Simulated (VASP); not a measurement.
# NaCl in VASP: notebook

NaCl is run at these levels: RPBE+D3(BJ), r2SCANh, PBE; tasks: relaxation of cell and atoms, single point.

Everything below comes from runs of VASP 6.6.1. Logs are shortened: lines on timing, memory, paths and dates and some standing lists are left out, and cuts for length are marked.

**1. The cell of the first run**

It takes space group Pm-3m (No. 221, cubic). Conventional cell: a = 3.502 Å, b = 3.502 Å, c = 3.502 Å, α = 90.00°, β = 90.00°, γ = 90.00°. Within 4.0 Å of Cl (site symmetry m-3m) lie 8 Na at 3.03 Å and 6 Cl at 3.50 Å. Na (site symmetry m-3m) has 8 Cl at 3.03 Å and 6 Na at 3.50 Å within 4.0 Å.

**2. Relaxation of cell and atoms, RPBE+D3(BJ)**

File INCAR:

```
ALGO = Normal
EDIFF = 1E-6
EDIFFG = -0.02
ENCUT = 600
GGA = RP
IBRION = 2
ISIF = 3
ISMEAR = -1
IVDW = 12
LASPH = T
LCHARG = F
LREAL = F
LWAVE = F
NELM = 80
NSW = 80
PREC = Accurate
SIGMA = 0.05
```

File KPOINTS:

```
k-points
0
Gamma
  8 8 8
```

File POSCAR:

```
NaCl
1.0
    3.5021900000      0.0000000000      0.0000000000
    0.0000000000      3.5021900000      0.0000000000
    0.0000000000      0.0000000000      3.5021900000
Cl Na
1 1
Direct
    0.5000000000      0.5000000000      0.5000000000
    0.0000000000      0.0000000000      0.0000000000
```

Potentials or basis: VASP PAW PBE potentials, release 64 (Cl, Na_pv).

Started as:

```console
$ cat potpaw_PBE.64/Cl/POTCAR potpaw_PBE.64/Na_pv/POTCAR > POTCAR
$ mpirun -np 1 vasp_std > vasp.out
```

OUTCAR:

```text
EDIFF = 1E-6
   EDIFFG = -0.02
   ENCUT = 600
   GGA = RP
   IBRION = 2
   ISIF = 3
   ISMEAR = -1
   IVDW = 12
   LASPH = T
   LREAL = F
   NELM = 80
   NSW = 80
   PREC = Accurate
 IVDW          = 12

 ion  position               nearest neighbor table
   1  0.500  0.500  0.500-
   2  0.000  0.000  0.000-

  LATTYP: Found a simple cubic cell.
 ALAT       =     3.5021900000

  Lattice vectors:

 A1 = (   3.5021900000,   0.0000000000,   0.0000000000)
 A2 = (   0.0000000000,   3.5021900000,   0.0000000000)
 A3 = (   0.0000000000,   0.0000000000,   3.5021900000)

Analysis of symmetry for initial positions (statically):
=====================================================================
 Subroutine PRICEL returns:
 Original cell was already a primitive cell.

 Routine SETGRP: Setting up the symmetry group for a
 simple cubic supercell.

 Subroutine GETGRP returns: Found 48 space group operations
 (whereof 48 operations were pure point group operations)
 out of a pool of 48 trial point group operations.

The static configuration has the point symmetry O_h .

Analysis of symmetry for dynamics (positions and initial velocities):
=====================================================================
 Subroutine PRICEL returns:
 Original cell was already a primitive cell.

 Routine SETGRP: Setting up the symmetry group for a
 simple cubic supercell.

 Subroutine GETGRP returns: Found 48 space group operations
 (whereof 48 operations were pure point group operations)
 out of a pool of 48 trial point group operations.

The dynamic configuration has the point symmetry O_h .

 Subroutine INISYM returns: Found 48 space group operations
 (whereof 48 operations are pure point group operations),
 and found     1 'primitive' translations

----------------------------------------------------------------------------------------

                                     Primitive cell

  volume of cell :      42.9555

  direct lattice vectors                    reciprocal lattice vectors
     3.502190000  0.000000000  0.000000000     0.285535622  0.000000000  0.000000000
     0.000000000  3.502190000  0.000000000     0.000000000  0.285535622  0.000000000
     0.000000000  0.000000000  3.502190000     0.000000000  0.000000000  0.285535622

  length of vectors
     3.502190000  3.502190000  3.502190000     0.285535622  0.285535622  0.285535622

  position of ions in fractional coordinates (direct lattice)
     0.500000000  0.500000000  0.500000000
     0.000000000  0.000000000  0.000000000

  ion indices of the primitive-cell ions
   primitive index   ion index
                 1           1
                 2           2

----------------------------------------------------------------------------------------

 KPOINTS: k-points

Automatic generation of k-mesh.
 Grid dimensions read from file:
 generate k-points for:    8    8    8

 Generating k-lattice:

  Cartesian coordinates                     Fractional coordinates (reciprocal lattice)
     0.035691953  0.000000000  0.000000000     0.125000000  0.000000000  0.000000000
     0.000000000  0.035691953  0.000000000     0.000000000  0.125000000  0.000000000
     0.000000000  0.000000000  0.035691953     0.000000000  0.000000000  0.125000000

  Length of vectors
     0.035691953  0.035691953  0.035691953

  Shift w.r.t. Gamma in fractional coordinates (k-lattice)
     0.000000000  0.000000000  0.000000000

 Subroutine IBZKPT returns following result:
 ===========================================

 Found     35 irreducible k-points:

 Following reciprocal coordinates:
            Coordinates               Weight
  0.000000  0.000000  0.000000      1.000000
  0.125000  0.000000  0.000000      6.000000
  0.250000  0.000000  0.000000      6.000000
  0.375000  0.000000  0.000000      6.000000
  0.500000  0.000000  0.000000      3.000000
  0.125000  0.125000  0.000000     12.000000
[... 16 lines left out ...]
  0.375000  0.375000  0.125000     24.000000
  0.500000  0.375000  0.125000     24.000000
 [... further k-points ...]
   k-points           NKPTS =     35   k-points in BZ     NKDIM =     35   number of bands    NBANDS=     11
   number of dos      NEDOS =    301   number of ions     NIONS =      2
   total plane-waves  NPLWV =  21952
   dimension x,y,z NGX =    28 NGY =   28 NGZ =   28
   dimension x,y,z NGXF=    56 NGYF=   56 NGZF=   56
   ions per type =               1   1
   NGX,Y,Z   is equivalent  to a cutoff of  13.29, 13.29, 13.29 a.u.
   NGXF,Y,Z  is equivalent  to a cutoff of  26.58, 26.58, 26.58 a.u.
 SYSTEM =  unknown system
   PREC   = accura    normal or accurate (medium, high low for compatibility)
   ISTART =      0    job   : 0-new  1-cont  2-samecut
   ICHARG =      2    charge: 1-file 2-atom 10-const
   ISPIN  =      1    spin polarized calculation?
   LNONCOLLINEAR =      F non collinear calculations
   LSORBIT =      F    spin-orbit coupling
   LASPH  =      T    aspherical Exc in radial PAW
   ENCUT  =  600.0 eV  44.10 Ry    6.64 a.u.   6.99  6.99  6.99*2*pi/ulx,y,z
   NELM   =     80;   NELMIN=  2; NELMDL= -5     # of ELM steps
   EDIFF  = 0.1E-05   stopping-criterion for ELM
   LREAL  =      F    real-space projection
   EDIFFG = -.2E-01   stopping-criterion for IOM
   NSW    =     80    number of steps for IOM
   IBRION =      2    ionic relax: 0-MD 1-quasi-New 2-CG
   NFREE  =      1    steps in history (QN), initial steepest desc. (CG)
   ISIF   =      3    stress and relaxation
   ISYM   =      2    0-nonsym 1-usesym 2-fastsym
   POTIM  = 0.5000    time-step for ionic-motion
   TEBEG  =    0.0;   TEEND  =   0.0 temperature during run
   PSTRESS=    0.0 pullay stress
   NELECT =      14.0000    total number of electrons
   NUPDOWN=      -1.0000    fix difference up-down
   EMIN   =  10.00;   EMAX   =-10.00  energy-range for DOS
   EFERMI =   0.00;   METHOD = LEGACY
   ISMEAR =    -1;   SIGMA  =   0.05  broadening in eV -4-tet -1-fermi 0-gaus
   EFERMI_NEDOS =   21; number of points for ismear=-14 and -15
   IALGO  =     38    algorithm
   IMIX   =      4    mixing-type and parameters
     AMIX     =   0.40;   BMIX     =  1.00
     AMIX_MAG =   1.60;   BMIX_MAG =  1.00
  volume/ion in A,a.u.               =      21.48       144.94
  Fermi-wavevector in a.u.,A,eV,Ry     =   1.126621  2.129005 17.269530  1.269275
  Thomas-Fermi vector in A             =   2.263304
   LORBIT       =      0    0 simple, 1 ext, 2 COOP (PROOUT), +10 PAW based schemes
   GGA     = RP    functional components
   LHFCALC =     F    Hartree Fock is set to
   AEXX    =    0.0000 exact exchange contribution
   IVDW    =    12    specifies the selected vdW correction
   LEPSILON=     F    determine dielectric tensor
   LRPA    =     F    only Hartree local field effects (RPA)
 conjugate gradient relaxation of ions
 non-spin polarized calculation
  energy-cutoff  :      600.00
  volume of cell :       42.96
 maximum number of plane-waves:      1472
 NGX is ok and might be reduce to    28
   NGX = 13   NGY = 13   NGZ = 13

--------------------------------------- Ionic step        1  -------------------------------------------

 number of electron      13.9999982 magnetization

 Free energy of the ion-electron system (eV)
  ---------------------------------------------------
  ext. energy  EPLUGINS =         0.00000000
  ---------------------------------------------------
  free energy    TOTEN  =        -6.10475636 eV

  energy without entropy =       -6.10475636  energy(sigma->0) =       -6.10475636

 E-fermi :   1.6298     XC(G=0):  -8.1369

 val. band max:        0.5466733159   @ k =   0.5000   0.5000   0.0000
 cond. band min:       4.8175529028   @ k =   0.0000   0.0000   0.0000
 fundamental gap:      4.2708795870
 Fermi energy:         1.6298145056

 k-point     1 :       0.0000    0.0000    0.0000
  band No.  band energies     occupation
      1     -21.5628      2.00000
      2     -21.5628      2.00000
      3     -21.5628      2.00000
      4     -12.8142      2.00000
      5       0.0671      2.00000
      6       0.0671      2.00000
      7       0.0671      2.00000
      8       4.8176      0.00000
      9       9.3103      0.00000
     10       9.3103      0.00000
     11      16.4823      0.00000
[... 309 lines left out ...]
 k-point    24 :       0.5000    0.3750    0.1250
  band No.  band energies     occupation
      1     -21.5938      2.00000
      2     -21.5877      2.00000
      3     -21.5614      2.00000
      4     -12.2049      2.00000
      5      -1.7172      2.00000
      6      -1.3770      2.00000
      7       0.1844      2.00000
      8       6.8676      0.00000
      9      10.1948      0.00000
     10      10.5395      0.00000
     11      11.8099      0.00000

 [... further k-points ...]

------------------------ aborting loop because EDIFF is reached ----------------------------------------

 Edisp (eV)   -1.89558

 E8    (eV) :    -1.1751
[... 105 lines left out ...]
  FREE ENERGIE OF THE ION-ELECTRON SYSTEM (eV)
  ---------------------------------------------------
  free  energy   TOTEN  =        -8.4110302772 eV

  energy  without entropy=       -8.4110302772  energy(sigma->0) =       -8.41103028

[... ionic steps 4 to 9 ...]

--------------------------------------- Ionic step       10  -------------------------------------------

 number of electron      14.0000011 magnetization

------------------------ aborting loop because EDIFF is reached ----------------------------------------
[... 75 lines left out ...]
--------------------------------------- Ionic step       12  -------------------------------------------

 number of electron      14.0000011 magnetization

 Free energy of the ion-electron system (eV)
  ---------------------------------------------------
  ext. energy  EPLUGINS =         0.00000000
  ---------------------------------------------------
  free energy    TOTEN  =        -5.56608572 eV

  energy without entropy =       -5.56608572  energy(sigma->0) =       -5.56608572

 E-fermi :   4.0523     XC(G=0):  -9.4667

 val. band max:        2.9501453356   @ k =   0.5000   0.5000   0.0000
 cond. band min:       8.4543022054   @ k =   0.0000   0.0000   0.0000
 fundamental gap:      5.5041568698
 Fermi energy:         4.0523333017

 k-point     1 :       0.0000    0.0000    0.0000
  band No.  band energies     occupation
      1     -19.0594      2.00000
      2     -19.0594      2.00000
      3     -19.0594      2.00000
      4     -11.6864      2.00000
      5       2.1853      2.00000
      6       2.1853      2.00000
      7       2.1853      2.00000
      8       8.4543      0.00000
      9      11.1371      0.00000
     10      11.1371      0.00000
     11      19.8451      0.00000
[... 309 lines left out ...]
 k-point    24 :       0.5000    0.3750    0.1250
  band No.  band energies     occupation
      1     -19.1470      2.00000
      2     -19.1282      2.00000
      3     -19.0536      2.00000
      4     -10.4626      2.00000
      5      -0.5511      2.00000
      6      -0.0385      2.00000
      7       2.3489      2.00000
      8       9.2133      0.00000
      9      13.6113      0.00000
     10      13.6291      0.00000
     11      14.7976      0.00000

 [... further k-points ...]

------------------------ aborting loop because EDIFF is reached ----------------------------------------

 Edisp (eV)   -2.84609

 E8    (eV) :    -1.8081
[... 25 lines left out ...]
  FREE ENERGIE OF THE ION-ELECTRON SYSTEM (eV)
  ---------------------------------------------------
  free  energy   TOTEN  =        -8.4121788641 eV

  energy  without entropy=       -8.4121788641  energy(sigma->0) =       -8.41217886

 reached required accuracy - stopping structural energy minimisation
```

Run time: 87 s. Hardware: 1 thread of Intel Xeon 8259CL, shared host; peak memory 0.17 GiB.

What came out:

| Item | Value |
| --- | --- |
| Free energy | -8.4122 eV |
| Relaxed volume | 16.12 Å³/atom |
| Relaxed cell | a = 3.183 Å, b = 3.183 Å, c = 3.183 Å, α = 90.00°, β = 90.00°, γ = 90.00° |
| Space group after relaxing (to 0.1 Å) | Pm-3m (No. 221) |
| Energy gained by relaxing | 205.9 meV/atom |
| Ionic steps | 12 |
| Pressure after relaxing | -0.2 GPa |
| Band gap on the k mesh | 5.50 eV (least direct gap 5.55 eV) |
| Dispersion energy per atom | -1.423 eV |

Step by step:
```
step  energy change (eV)  largest force (eV/Å)  pressure (GPa)  volume (Å³)
   1              0.0000                0.0000           -9.19        42.96
   2             -0.3468                0.0000           -5.24        35.74
   3             -0.4107                0.0000           -0.85        32.60
   4             -0.4119                0.0000            0.20        32.07
   5             -0.4118                0.0000           -0.28        32.27
   6             -0.4118                0.0000           -0.22        32.27
   7             -0.4118                0.0000           -0.21        32.26
   8             -0.4118                0.0000           -0.21        32.26
   9             -0.4118                0.0000           -0.21        32.26
  10             -0.4118                0.0000           -0.22        32.26
  11             -0.4118                0.0000           -0.22        32.25
  12             -0.4118                0.0000           -0.18        32.25
```

Final structure:
```
CELL_PARAMETERS angstrom
3.18303 0.00000 0.00000
0.00000 3.18303 0.00000
0.00000 0.00000 3.18303
ATOMIC_POSITIONS crystal
Cl 0.50000 0.50000 0.50000
Na 0.00000 0.00000 0.00000
```

Levels at points of the mesh, in eV from the valence-band top:
```
           k point  band 3  band 4  band 5  band 6  band 7  band 8  band 9  band 10  band 11
(0.00, 0.00, 0.00)  -22.01  -14.64   -0.76   -0.76   -0.76    5.50    8.19     8.19    16.89
(0.50, 0.00, 0.00)  -22.00  -13.89   -4.38   -0.43   -0.43    8.18   10.29    11.04    12.55
(0.50, 0.50, 0.00)  -21.99  -13.41   -3.41   -3.41    0.00    5.55   10.54    13.00    13.39
(0.50, 0.50, 0.50)  -22.08  -12.85   -2.89   -2.89   -2.89    7.18    7.18     7.18    14.41
```

Caveat: the volume moved by over 15 % at a fixed basis, so the end points are rough; the PAW data sets were made with another functional, which shifts forces and pressure a little.

**3. Single point, r2SCANh (the cell strained at random)**

File POSCAR:

```
NaCl
1.0
    3.4816770000      0.0032420000     -0.0396170000
    0.0032420000      3.5440620000     -0.0315560000
   -0.0396170000     -0.0315560000      3.4819370000
Cl Na
1 1
Direct
    0.5000000000      0.5000000000      0.5000000000
    0.0000000000      0.0000000000      0.0000000000
```

File INCAR.step1:

```
SYSTEM = NaCl
PREC = Accurate ; ENCUT = 520
EDIFF = 1E-5 ; ISMEAR = -1
SIGMA = 0.1 ; LREAL = .FALSE.
LASPH = .TRUE. ; NELM = 100
ALGO = Normal ; ISIF = 2
LWAVE = .TRUE. ; LCHARG = .FALSE.
NBANDS = 14 ; GGA = PE
```

File INCAR.step2:

```
SYSTEM = NaCl
PREC = Accurate ; ENCUT = 520
EDIFF = 1E-6 ; ISMEAR = -1
SIGMA = 0.1 ; LREAL = .FALSE.
LASPH = .TRUE. ; NELM = 100
ALGO = Normal ; ISIF = 2
LWAVE = .FALSE. ; LCHARG = .FALSE.
METAGGA = R2SCAN ; LHFCALC = .TRUE.
AEXX = 0.1 ; LMIXTAU = .TRUE.
PRECFOCK = Normal ; NBANDS = 14
ISTART = 1
```

File KPOINTS:

```
Automatic mesh
0
G
  4 4 4
  0 0 0
```

Potentials or basis: VASP PAW PBE potentials, release 64 (Cl, Na_pv).

Started as:

```console
$ cat potpaw_PBE.64/Cl/POTCAR potpaw_PBE.64/Na_pv/POTCAR > POTCAR
$ cp INCAR.step1 INCAR
$ mpirun -np 1 vasp_std > vasp.out
$ cp INCAR.step2 INCAR
$ mpirun -np 1 vasp_std > vasp.out
```

Wall time 11 min (1 thread of AMD EPYC 7R13 (Zen 3), shared host); peak memory 0.15 GiB.

The run converged. Its results:

* Free energy: -13.3918 eV
* Pressure: -1.2 GPa
* Band gap on the k mesh: 5.46 eV (least direct gap 5.92 eV)

Stress tensor (GPa, compression positive):
```
-0.71  0.02 -0.08
 0.02 -2.16 -0.07
-0.08 -0.07 -0.70
```

Levels at points of the mesh, in eV from the valence-band top:
| k point | band 3 | band 4 | band 5 | band 6 | band 7 | band 8 | band 9 | band 10 | band 11 | band 12 |
| --- | --- | --- | --- | --- | --- | --- | --- | --- | --- | --- |
| (0.00, 0.00, 0.00) | -23.65 | -14.42 | -0.66 | -0.54 | -0.47 | 5.46 | 9.80 | 9.98 | 17.36 | 17.45 |
| (0.50, 0.00, 0.00) | -23.65 | -14.03 | -3.09 | -0.40 | -0.25 | 8.34 | 10.29 | 11.99 | 13.19 | 13.57 |
| (0.00, 0.50, 0.00) | -23.65 | -14.07 | -3.08 | -0.32 | -0.24 | 8.41 | 10.18 | 12.01 | 13.47 | 13.53 |
| (0.50, 0.50, 0.00) | -23.65 | -13.77 | -2.45 | -2.39 | 0.00 | 6.89 | 11.43 | 12.60 | 12.77 | 14.16 |
| (0.00, 0.00, 0.50) | -23.65 | -14.03 | -3.09 | -0.40 | -0.25 | 8.34 | 10.30 | 11.98 | 13.20 | 13.57 |
| (0.50, 0.00, 0.50) | -23.65 | -13.74 | -2.43 | -2.37 | -0.11 | 6.99 | 11.25 | 12.50 | 12.77 | 13.82 |
| (0.00, 0.50, 0.50) | -23.65 | -13.77 | -2.46 | -2.38 | 0.00 | 6.89 | 11.43 | 12.55 | 12.83 | 14.12 |
| (0.50, 0.50, 0.50) | -23.67 | -13.47 | -2.03 | -1.99 | -1.95 | 8.29 | 8.44 | 8.57 | 13.72 | 17.46 |

Caveat: the k points lie up to 0.45 Å⁻¹ apart; the cell differs from its parent crystal (the cell strained at random); the PAW data sets were made with another functional, which shifts forces and pressure a little. A k mesh can miss the band edges.

**4. Single point, PBE**

This run uses another cell than the first one, of 21.05 Å³/atom.

File INCAR:

```
PREC = Accurate
ENCUT = 520
EDIFF = 1E-7
ISMEAR = -1
SIGMA = 0.05
LREAL = False
LASPH = True
NELM = 80
ALGO = Normal
ISIF = 2
LWAVE = False
LCHARG = False
GGA = PE
NBANDS = 14
```

File KPOINTS:

```
regular mesh
0
Gamma
  8 8 8
```

File POSCAR:

```
NaCl
1.0
    3.4786846609      0.0000000000      0.0000000000
    0.0000000000      3.4786846609      0.0000000000
    0.0000000000      0.0000000000      3.4786846609
Cl Na
1 1
Direct
    0.5000000000      0.5000000000      0.5000000000
    0.0000000000      0.0000000000      0.0000000000
```

Started as:

```console
$ cat potpaw_PBE.64/Cl/POTCAR potpaw_PBE.64/Na_pv/POTCAR > POTCAR
$ mpirun -np 1 vasp_std > vasp.out
```

It took 28 s on 1 thread of AMD EPYC 7R13, shared host; peak memory 0.13 GiB.

The run converged. Its results:

- Free energy: -6.4667 eV
- Pressure: 0.6 GPa
- Band gap on the k mesh: 4.05 eV (least direct gap 4.55 eV)

Levels at points of the mesh, in eV from the valence-band top:
| k point | band 4 | band 5 | band 6 | band 7 | band 8 | band 9 | band 10 | band 11 |
| --- | --- | --- | --- | --- | --- | --- | --- | --- |
| (0.00, 0.00, 0.00) | -13.45 | -0.51 | -0.51 | -0.51 | 4.05 | 8.56 | 8.56 | 15.88 |
| (0.50, 0.00, 0.00) | -13.07 | -3.03 | -0.27 | -0.27 | 6.99 | 8.70 | 10.51 | 11.89 |
| (0.50, 0.50, 0.00) | -12.79 | -2.33 | -2.33 | 0.00 | 5.54 | 9.93 | 11.16 | 11.16 |
| (0.50, 0.50, 0.50) | -12.50 | -1.91 | -1.91 | -1.91 | 7.12 | 7.12 | 7.12 | 11.81 |

A k mesh can miss the band edges.

**5. Summary**

```csv
task,level,cell,k mesh,cutoff (eV),smearing,grid for exact exchange (PRECFOCK),share of exact exchange,gap on the mesh (eV),pressure (GPa)
relaxation of cell and atoms,RPBE+D3(BJ),"relaxed from a = 3.502 Å, 2 atoms",8 × 8 × 8,600,fermi-dirac 0.05 eV,-,-,5.50,-0.2
single point,r2SCANh,"a = 3.482, b = 3.544 Å, angles 91.0, 91.3, 89.9°, 2 atoms",4 × 4 × 4,520,fermi-dirac 0.1 eV,Normal,0.1,5.46,-1.2
single point,PBE,"a = 3.479 Å, 2 atoms",8 × 8 × 8,520,fermi-dirac 0.05 eV,-,-,4.05,0.6
```

Alike in all rows: potentials or basis VASP PAW PBE potentials, release 64 (Cl, Na_pv); no spin polarisation.

Caveats: some runs use coarse meshes; the PAW data sets were made with another functional, which shifts forces and pressure a little (at least some runs); the volume moved by over 15 % at a fixed basis, so the end points are rough (at least some runs).

Absolute energies hang on the potentials; compare differences alone.
